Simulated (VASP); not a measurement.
# CrO2 (R-3m) in VASP: further runs

CrO2 is run at these levels: PBE; tasks: single point.

All numbers are computed with VASP 6.6.1; they aren't measurements. Logs are shortened: lines on timing, memory, paths and dates and some standing lists are left out, and cuts for length are marked.

**1. The cell of the first run**

The structure is trigonal, space group R-3m (No. 166). Conventional cell: a = 2.980 Å, b = 2.980 Å, c = 14.370 Å, α = 90.00°, β = 90.00°, γ = 120.00°. Within 2.6 Å of Cr (site symmetry -3m) lie 6 O at 1.95 Å. Within 2.6 Å of O (site symmetry 3m) lie 3 Cr at 1.95 Å and 3 O at 2.52 Å.

**2. Single point, PBE, collinear spin, ferromagnetic start**

INCAR reads:

```
  PREC = Accurate
  ENCUT = 520
  EDIFF = 1E-6
  ISMEAR = -1
  SIGMA = 0.05
  LREAL = F
  LASPH = T
  NELM = 150
  ALGO = Normal
  ISIF = 2
  LWAVE = F
  LCHARG = F
  ISPIN = 2
  MAGMOM = 4.5 0 0
  LORBIT = 11
  LMAXMIX = 4
  GGA = PE
  NBANDS = 23
```

KPOINTS reads:

```
Automatic mesh
0
Gamma
  10 10 10
```

POSCAR reads:

```
CrO2
1.0
    1.4899679969      0.8602334241      4.7899538005
   -1.4899679969      0.8602334241      4.7899538005
    0.0000000000     -1.7204668482      4.7899538005
Cr O
1 2
Direct
    0.5000000000      0.5000000000      0.5000000000
    0.2309180000      0.2309180000      0.2309180000
    0.7690820000      0.7690820000      0.7690820000
```

Potentials or basis: VASP PAW PBE potentials, release 64 (Cr_pv, O).

Started as:

```
> cat potpaw_PBE.64/Cr_pv/POTCAR potpaw_PBE.64/O/POTCAR > POTCAR
> mpirun -np 1 vasp_std > vasp.out
```

OUTCAR:

```text
PREC = Accurate
   ENCUT = 520
   EDIFF = 1E-6
   ISMEAR = -1
   LREAL = F
   LASPH = T
   NELM = 150
   ISIF = 2
   ISPIN = 2
   LORBIT = 11
   GGA = PE

 ion  position               nearest neighbor table
   1  0.500  0.500  0.500-   2 1.95   2 1.95   3 1.95   3 1.95   2 1.95   3 1.95
   2  0.231  0.231  0.231-   1 1.95   1 1.95   1 1.95
   3  0.769  0.769  0.769-   1 1.95   1 1.95   1 1.95

  LATTYP: Found a trigonal (rhomboedric) cell.
 ALAT       =     5.0895641844
 COS(alpha) =     0.8285953163

  Lattice vectors:

 A1 = (   1.4899679969,   0.8602334241,   4.7899538005)
 A2 = (  -1.4899679969,   0.8602334241,   4.7899538005)
 A3 = (   0.0000000000,  -1.7204668482,   4.7899538005)

Analysis of symmetry for initial positions (statically):
=====================================================================
 Subroutine PRICEL returns:
 Original cell was already a primitive cell.

 Routine SETGRP: Setting up the symmetry group for a
 trigonal (rhombohedral) supercell.

 Subroutine GETGRP returns: Found 12 space group operations
 (whereof 12 operations were pure point group operations)
 out of a pool of 12 trial point group operations.

The static configuration has the point symmetry D_3d.

Analysis of symmetry for dynamics (positions and initial velocities):
=====================================================================
 Subroutine PRICEL returns:
 Original cell was already a primitive cell.

 Routine SETGRP: Setting up the symmetry group for a
 trigonal (rhombohedral) supercell.

 Subroutine GETGRP returns: Found 12 space group operations
 (whereof 12 operations were pure point group operations)
 out of a pool of 12 trial point group operations.

The dynamic configuration has the point symmetry D_3d.

Analysis of structural, dynamic, and magnetic symmetry:
=====================================================================
 Subroutine PRICEL returns:
 Original cell was already a primitive cell.

 Routine SETGRP: Setting up the symmetry group for a
 trigonal (rhombohedral) supercell.

 Subroutine GETGRP returns: Found 12 space group operations
 (whereof 12 operations were pure point group operations)
 out of a pool of 12 trial point group operations.

The overall configuration has the point symmetry D_3d.

 Subroutine INISYM returns: Found 12 space group operations
[... 114 lines left out ...]
   ISMEAR =    -1;   SIGMA  =   0.05  broadening in eV -4-tet -1-fermi 0-gaus
   EFERMI_NEDOS =   21; number of points for ismear=-14 and -15
   IALGO  =     38    algorithm
   IMIX   =      4    mixing-type and parameters
     AMIX     =   0.40;   BMIX     =  1.00
     AMIX_MAG =   1.60;   BMIX_MAG =  1.00
  volume/ion in A,a.u.               =      12.28        82.86
  Fermi-wavevector in a.u.,A,eV,Ry     =   1.419232  2.681959 27.405108  2.014219
  Thomas-Fermi vector in A             =   2.540274
   LORBIT       =     11    0 simple, 1 ext, 2 COOP (PROOUT), +10 PAW based schemes
   GGA     = PE    functional components
   LHFCALC =     F    Hartree Fock is set to
   AEXX    =    0.0000 exact exchange contribution
   IVDW    =     0    specifies the selected vdW correction
   LEPSILON=     F    determine dielectric tensor
   LRPA    =     F    only Hartree local field effects (RPA)
 spin polarized calculation
  energy-cutoff  :      520.00
  volume of cell :       36.84
 maximum number of plane-waves:      1019
 NGX is ok and might be reduce to    40
   NGX = 19   NGY = 19   NGZ = 19

 number of electron      23.9999995 magnetization       2.0000214

 Free energy of the ion-electron system (eV)
  ---------------------------------------------------
  ext. energy  EPLUGINS =         0.00000000
  ---------------------------------------------------
  free energy    TOTEN  =       -24.63969449 eV

  energy without entropy =      -24.62489968  energy(sigma->0) =      -24.63229708

 E-fermi :   2.6078     XC(G=0): -10.1118

 val. band max:        2.6002908655   @ k =   0.5000   0.3000   0.2000
 cond. band min:       2.6248926643   @ k =   0.4000   0.3000   0.1000
 fundamental gap:      0.0246017988
 Fermi energy:         2.6077804223

 spin component 1

 k-point     1 :       0.0000    0.0000    0.0000
  band No.  band energies     occupation
      1     -42.0677      1.00000
      2     -41.9913      1.00000
      3     -41.9913      1.00000
      4     -16.4823      1.00000
      5     -14.3672      1.00000
      6      -2.8933      1.00000
[... 613 lines left out ...]
     22      18.3215      0.00000
     23      22.2862      0.00000

 [... further k-points ...]

 spin component 2

 k-point     1 :       0.0000    0.0000    0.0000
  band No.  band energies     occupation
      1     -39.7549      1.00000
      2     -39.7549      1.00000
      3     -39.7074      1.00000
      4     -16.5538      1.00000
      5     -14.5057      1.00000
      6      -2.5029      1.00000
[... 613 lines left out ...]
     22      18.8213      0.00000
     23      22.6699      0.00000

 [... further k-points ...]
[... 5 lines left out ...]
  --------------------------------------------------------------------------------------
  -------------------------------------------------------------------------------------
  Total       -2.3772513     -2.3772513     -0.4263157      0.0000000      0.0000000      0.0000000
  in kB     -103.3974531   -103.3974531    -18.5424040      0.0000000      0.0000000      0.0000000
  external PRESSURE =     -75.1124367 kB  Pullay stress =       0.0000000 kB

 VOLUME and BASIS-vectors are now :
 -----------------------------------------------------------------------------
  energy-cutoff  :      520.00
  volume of cell :       36.84
      direct lattice vectors                 reciprocal lattice vectors
     1.489967997  0.860233424  4.789953801     0.335577678  0.193745862  0.069590094
    -1.489967997  0.860233424  4.789953801    -0.335577678  0.193745862  0.069590094
     0.000000000 -1.720466848  4.789953801     0.000000000 -0.387491725  0.069590094

 POSITION                                       TOTAL-FORCE (eV/Angst)
 -----------------------------------------------------------------------------------
      0.00000      0.00000      7.18493         0.000000     -0.000000     -0.000000
      0.00000      0.00000      3.31826        -0.000000      0.000000     -0.278433
      0.00000      0.00000     11.05160        -0.000000      0.000000      0.278433
 -----------------------------------------------------------------------------------
    total drift:                               -0.000000     -0.000000      0.000000

  FREE ENERGIE OF THE ION-ELECTRON SYSTEM (eV)
  ---------------------------------------------------
  free  energy   TOTEN  =       -24.6396944858 eV

  energy  without entropy=      -24.6248996808  energy(sigma->0) =      -24.63229708

 total charge

# of ion       s       p       d       tot
------------------------------------------
    1        0.337   6.398   3.988  10.722
    2        1.578   3.400   0.000   4.979
    3        1.578   3.400   0.000   4.979
--------------------------------------------------
tot          3.493  13.198   3.988  20.680

 magnetization (x)

# of ion       s       p       d       tot
------------------------------------------
    1        0.029   0.020   2.092   2.141
    2       -0.001  -0.092   0.000  -0.092
    3       -0.001  -0.092   0.000  -0.092
--------------------------------------------------
tot          0.027  -0.163   2.092   1.956
```

Run time: 11 min. Hardware: 1 thread of Intel Xeon Platinum 8488C (Sapphire Rapids), shared host; peak memory 0.38 GiB.

What came out:

| Quantity | Value |
| --- | --- |
| Free energy | -24.6397 eV |
| Pressure | -7.5 GPa |
| Largest force | 0.278 eV/Å |
| Band gap on the k mesh | zero (filled and empty bands overlap) |
| Net moment | 2.00 μB per cell |
| Site moments | Cr +2.14; O -0.09 μB |
| Valence electrons inside the program's atomic spheres | Cr 10.72; O 4.98 |

Forces in eV/Å, atoms in the order of the input:
```
Cr   0.000  0.000  0.000
O    0.000  0.000 -0.278
O    0.000  0.000  0.278
```

Stress tensor (GPa, compression positive):
```
-10.34   0.00   0.00
  0.00 -10.34   0.00
  0.00   0.00  -1.85
```

Caveat: the cell stands under tension; an empty level that is flat over the whole mesh can mark a ghost state of the potentials, or a narrow d or f band; a cell with one magnetic atom can't hold antiferromagnetic order, which such compounds often take; semilocal functionals often make such compounds metallic where correlation or magnetic order opens a gap, which also shifts bond lengths. With open d or f shells a metallic result of PBE can be an artefact of self-interaction; +U or a hybrid may open a gap.

**3. Single point, PBE, collinear spin, ferromagnetic start**

This run uses another cell than the first one, of 13.02 Å³/atom.

INCAR reads:

```
  ALGO = Normal
  EDIFF = 1E-7
  ENCUT = 520
  GGA = PE
  ISIF = 2
  ISMEAR = -1
  ISPIN = 2
  LASPH = T
  LCHARG = F
  LMAXMIX = 4
  LORBIT = 11
  LREAL = F
  LWAVE = F
  MAGMOM = 3 0 0
  NBANDS = 23
  NELM = 150
  PREC = Accurate
  SIGMA = 0.05
```

KPOINTS reads:

```
k-points
0
Gamma
  10 10 10
```

POSCAR reads:

```
CrO2
1.0
    1.5191904746      0.8771050295      4.8838983138
   -1.5191904746      0.8771050295      4.8838983138
    0.0000000000     -1.7542100590      4.8838983138
Cr O
1 2
Direct
    0.5000000000      0.5000000000      0.5000000000
    0.2309180000      0.2309180000      0.2309180000
    0.7690820000      0.7690820000      0.7690820000
```

Potentials or basis: VASP PAW PBE potentials, release 64 (Cr_pv, O).

Started as:

```
> cat potpaw_PBE.64/Cr_pv/POTCAR potpaw_PBE.64/O/POTCAR > POTCAR
> mpirun -np 1 vasp_std > vasp.out
```

Run time: 8 min. Hardware: 1 thread of Intel Xeon Platinum 8259CL at 2.50GHz (Skylake/Cascade Lake), shared host; peak memory 0.38 GiB.

The run converged. Its results:

```
Free energy                                           : -24.4840 eV
Pressure                                              : -15.0 GPa
Largest force                                         : 0.933 eV/Å
Band gap on the k mesh                                : zero (filled and empty bands overlap)
Net moment                                            : 2.00 μB per cell
Site moments                                          : Cr +2.20; O -0.12 μB
Valence electrons inside the program's atomic spheres : Cr 10.59; O 4.95
```

Forces on the atoms (eV/Å):
```
Cr   0.000  0.000  0.000
O    0.000  0.000 -0.933
O    0.000  0.000  0.933
```

Stress tensor (GPa, compression positive):
```
-19.03   0.00   0.00
  0.00 -19.03   0.00
  0.00   0.00  -7.09
```

Levels at points of the mesh, in eV from the Fermi level:
Spin up:
| k point | band 9 | band 10 | band 11 | band 12 | band 13 | band 14 | band 15 | band 16 | band 17 | band 18 |
| --- | --- | --- | --- | --- | --- | --- | --- | --- | --- | --- |
| (0.00, 0.00, 0.00) | -1.25 | -1.25 | -1.13 | -1.13 | -0.97 | 0.64 | 3.38 | 3.38 | 4.97 | 6.20 |
| (0.50, 0.00, 0.00) | -3.16 | -2.57 | -1.70 | -0.66 | -0.62 | -0.05 | 2.44 | 3.16 | 4.98 | 11.14 |
| (0.50, 0.50, 0.00) | -2.84 | -2.63 | -1.50 | -0.71 | -0.62 | -0.12 | 2.56 | 3.20 | 4.98 | 10.40 |
| (0.50, 0.50, 0.50) | -1.87 | -1.28 | -1.28 | -1.12 | -1.12 | 0.70 | 3.39 | 3.39 | 4.97 | 8.16 |
Spin down:
```
           k point  band 7  band 8  band 9  band 10  band 11  band 12  band 13  band 14  band 15  band 16
(0.00, 0.00, 0.00)   -4.54   -4.54   -1.42    -1.42    -1.22     1.36     1.36     2.69     4.34     4.34
(0.50, 0.00, 0.00)   -3.84   -3.72   -2.80    -2.67    -1.89     1.64     2.02     2.11     3.54     4.14
(0.50, 0.50, 0.00)   -4.04   -3.67   -2.73    -2.43    -1.69     1.53     2.03     2.11     3.60     4.17
(0.50, 0.50, 0.50)   -4.53   -4.12   -2.09    -1.45    -1.45     1.36     1.36     2.65     4.35     4.35
```

Caveat: the cell stands under tension; an empty level that is flat over the whole mesh can mark a ghost state of the potentials, or a narrow d or f band; a cell with one magnetic atom can't hold antiferromagnetic order, which such compounds often take; semilocal functionals often make such compounds metallic where correlation or magnetic order opens a gap, which also shifts bond lengths.

**4. Single point, PBE, collinear spin, ferromagnetic start**

This run uses another cell than the first one, of 11.54 Å³/atom.

INCAR reads:

```
ALGO = Normal ; EDIFF = 1E-6
ENCUT = 520 ; GGA = PE
ISIF = 2 ; ISMEAR = -1
ISPIN = 2 ; LASPH = True
LCHARG = False ; LMAXMIX = 4
LORBIT = 11 ; LREAL = False
LWAVE = False ; MAGMOM = 3 0 0
NBANDS = 23 ; NELM = 150
PREC = Accurate ; SIGMA = 0.05
```

KPOINTS is that of step 3.

POSCAR reads:

```
CrO2
1.0
    1.4595519522      0.8426727125      4.6921722044
   -1.4595519522      0.8426727125      4.6921722044
    0.0000000000     -1.6853454250      4.6921722044
Cr O
1 2
Direct
    0.5000000000      0.5000000000      0.5000000000
    0.2309180000      0.2309180000      0.2309180000
    0.7690820000      0.7690820000      0.7690820000
```

Potentials or basis: VASP PAW PBE potentials, release 64 (Cr_pv, O).

Started as:

```
> cat potpaw_PBE.64/Cr_pv/POTCAR potpaw_PBE.64/O/POTCAR > POTCAR
> mpirun -np 1 vasp_std > vasp.out
```

OUTCAR:

```text
EDIFF = 1E-6
   ENCUT = 520
   GGA = PE
   ISIF = 2
   ISMEAR = -1
   ISPIN = 2
   LASPH = True
   LORBIT = 11
   LREAL = False
   NELM = 150
   PREC = Accurate

 ion  position               nearest neighbor table
   1  0.500  0.500  0.500-   2 1.91   2 1.91   3 1.91   3 1.91   2 1.91   3 1.91
   2  0.231  0.231  0.231-   1 1.91   1 1.91   1 1.91
   3  0.769  0.769  0.769-   1 1.91   1 1.91   1 1.91

  LATTYP: Found a trigonal (rhomboedric) cell.
 ALAT       =     4.9856663744
 COS(alpha) =     0.8285953163

  Lattice vectors:

 A1 = (   1.4595519522,   0.8426727125,   4.6921722044)
 A2 = (  -1.4595519522,   0.8426727125,   4.6921722044)
 A3 = (   0.0000000000,  -1.6853454250,   4.6921722044)

Analysis of symmetry for initial positions (statically):
=====================================================================
 Subroutine PRICEL returns:
 Original cell was already a primitive cell.

 Routine SETGRP: Setting up the symmetry group for a
 trigonal (rhombohedral) supercell.

 Subroutine GETGRP returns: Found 12 space group operations
[... 821 lines left out ...]
      2     -39.1481      1.00000
      3     -39.1119      1.00000
      4     -16.3338      1.00000
      5     -14.0304      1.00000
      6      -2.2600      1.00000
[... 613 lines left out ...]
     22      20.1011      0.00000
     23      23.8257      0.00000

 [... further k-points ...]
[... 5 lines left out ...]
  --------------------------------------------------------------------------------------
  -------------------------------------------------------------------------------------
  Total        0.4342664      0.4342664      1.1615127      0.0000000      0.0000000     -0.0000000
  in kB       20.0938475     20.0938475     53.7441094      0.0000000      0.0000000     -0.0000000
  external PRESSURE =      31.3106015 kB  Pullay stress =       0.0000000 kB

 VOLUME and BASIS-vectors are now :
 -----------------------------------------------------------------------------
  energy-cutoff  :      520.00
  volume of cell :       34.63
      direct lattice vectors                 reciprocal lattice vectors
     1.459551952  0.842672712  4.692172204     0.342570882  0.197783391  0.071040303
    -1.459551952  0.842672712  4.692172204    -0.342570882  0.197783391  0.071040303
     0.000000000 -1.685345425  4.692172204     0.000000000 -0.395566782  0.071040303

 POSITION                                       TOTAL-FORCE (eV/Angst)
 -----------------------------------------------------------------------------------
      0.00000      0.00000      7.03826         0.000000     -0.000000      0.000000
      0.00000      0.00000      3.25052        -0.000000     -0.000000      0.566197
      0.00000      0.00000     10.82600        -0.000000      0.000000     -0.566197
 -----------------------------------------------------------------------------------
    total drift:                               -0.000000      0.000000      0.000000

  FREE ENERGIE OF THE ION-ELECTRON SYSTEM (eV)
  ---------------------------------------------------
  free  energy   TOTEN  =       -24.6702463554 eV

  energy  without entropy=      -24.6563245377  energy(sigma->0) =      -24.66328545

 total charge

# of ion       s       p       d       tot
------------------------------------------
    1        0.360   6.451   4.069  10.879
    2        1.580   3.435   0.000   5.015
    3        1.580   3.435   0.000   5.015
--------------------------------------------------
tot          3.519  13.322   4.069  20.909

 magnetization (x)

# of ion       s       p       d       tot
------------------------------------------
    1        0.028   0.021   2.040   2.089
    2       -0.001  -0.068   0.000  -0.068
    3       -0.001  -0.068   0.000  -0.068
--------------------------------------------------
tot          0.026  -0.114   2.040   1.952
```

It took 12 min on 1 thread of Intel Xeon 8259CL, shared host; peak memory 0.38 GiB.

Results:

- Free energy: -24.6702 eV
- Pressure: 3.1 GPa
- Largest force: 0.566 eV/Å
- Band gap on the k mesh: zero (filled and empty bands overlap)
- Net moment: 2.00 μB per cell
- Site moments: Cr +2.09; O -0.07 μB
- Valence electrons inside the program's atomic spheres: Cr 10.88; O 5.01

Forces in eV/Å, atoms in the order of the input:
```
Cr   0.000  0.000  0.000
O    0.000  0.000  0.566
O    0.000  0.000 -0.566
```

Stress tensor (GPa, compression positive):
```
2.01 0.00 0.00
0.00 2.01 0.00
0.00 0.00 5.37
```

Levels at points of the mesh, in eV from the Fermi level:
Spin up:
| k point | band 10 | band 11 | band 12 | band 13 | band 14 | band 15 | band 16 | band 17 |
| --- | --- | --- | --- | --- | --- | --- | --- | --- |
| (0.00, 0.00, 0.00) | -1.65 | -1.48 | -1.30 | -1.30 | 0.77 | 3.83 | 3.83 | 4.88 |
| (0.50, 0.00, 0.00) | -3.11 | -2.25 | -0.71 | -0.66 | -0.01 | 2.87 | 3.58 | 4.89 |
| (0.50, 0.50, 0.00) | -3.18 | -2.00 | -0.79 | -0.66 | -0.10 | 2.99 | 3.64 | 4.89 |
| (0.50, 0.50, 0.50) | -1.68 | -1.68 | -1.29 | -1.29 | 0.86 | 3.85 | 3.85 | 4.89 |
Spin down:
| k point | band 9 | band 10 | band 11 | band 12 | band 13 | band 14 |
| --- | --- | --- | --- | --- | --- | --- |
| (0.00, 0.00, 0.00) | -1.73 | -1.73 | -1.61 | 1.07 | 1.07 | 2.77 |
| (0.50, 0.00, 0.00) | -3.44 | -3.13 | -2.33 | 1.48 | 1.88 | 2.04 |
| (0.50, 0.50, 0.00) | -3.20 | -2.97 | -2.09 | 1.32 | 1.89 | 2.03 |
| (0.50, 0.50, 0.50) | -2.67 | -1.77 | -1.77 | 1.08 | 1.08 | 2.74 |

Caveat: the cell stands under pressure; an empty level that is flat over the whole mesh can mark a ghost state of the potentials, or a narrow d or f band; a cell with one magnetic atom can't hold antiferromagnetic order, which such compounds often take; semilocal functionals often make such compounds metallic where correlation or magnetic order opens a gap, which also shifts bond lengths. With open d or f shells a metallic result of PBE can be an artefact of self-interaction; +U or a hybrid may open a gap.

**5. The runs side by side**

```tsv
cell	gap on the mesh (eV)	pressure (GPa)	moment (μB)	largest force (eV/Å)
a = 5.090 Å, angles 34.0°, 3 atoms	none	-7.5	2.00	0.28
a = 5.189 Å, angles 34.0°, 3 atoms	none	-15.0	2.00	0.93
a = 4.986 Å, angles 34.0°, 3 atoms	none	3.1	2.00	0.57
```

Alike in all rows: task single point; level PBE; potentials or basis VASP PAW PBE potentials, release 64 (Cr_pv, O); spin collinear, ferromagnetic start; k mesh 10 × 10 × 10; cutoff (eV) 520; smearing fermi-dirac 0.05 eV.

Caveats: an empty level that is flat over the whole mesh can mark a ghost state of the potentials, or a narrow d or f band; a cell with one magnetic atom can't hold antiferromagnetic order, which such compounds often take; semilocal functionals often make such compounds metallic where correlation or magnetic order opens a gap, which also shifts bond lengths; the cell stands under tension (at least some runs); the cell stands under pressure (at least some runs).

Total energies depend on the potentials used, so only differences within one code and one set of settings carry meaning.
